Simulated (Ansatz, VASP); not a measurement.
**CrCuO2 in VASP and in Ansatz**

```
CELL_PARAMETERS angstrom
1.51660 0.87561 5.74790
-1.51660 0.87561 5.74790
0.00000 -1.75122 5.74790
ATOMIC_POSITIONS crystal
Cr 0.50000 0.50000 0.50000
Cu 0.00000 0.00000 0.00000
O 0.10877 0.10877 0.10877
O 0.89123 0.89123 0.89123
```

Alike in both runs: functional PBE; k mesh 6 × 6 × 6; occupations gaussian, width 0.1 eV; collinear spin; Hubbard terms Cr d U = 3.7 eV, Cu d U = 4.0 eV.

Ansatz relaxed the structure, and its values are those at the end. VASP's run is a single point on that final structure, the one shown.

|  | VASP | Ansatz |
| --- | --- | --- |
| version | VASP 6.6.1 | Ansatz 0.2.0 |
| potentials or method | VASP PAW PBE potentials, release 64 (Cr_pv, Cu, O), cutoff 600 eV | scalar-relativistic, plane waves, PAW |
| valence electrons in the cell | 35 | 45 |

Ansatz gave:

* gap on the k mesh at the Fermi level (eV): 2.02
* least direct gap on the mesh (eV): 2.76
* pressure (GPa): 0.4
* rms of the force components (eV/Å): 0.000
* net moment per atom (μB): 0.75
* size of the moment on the site where the two differ most (μB): 2.53

Q: What did VASP give for the same quantities?

A: gap on the k mesh at the Fermi level (eV): 1.97; least direct gap on the mesh (eV): 2.75; pressure (GPa): 0.9; rms of the force components (eV/Å): 0.206; net moment per atom (μB): 0.75; size of the moment on the site where the two differ most (μB): 2.97.

Site moments also hang on the region over which each program counts them. The programs project onto different local orbitals, so the same U acts differently, and such runs can settle in different states. VASP's potentials hold 35 valence electrons a cell and Ansatz's 45, so a difference there can come from the potentials and not from the codes.
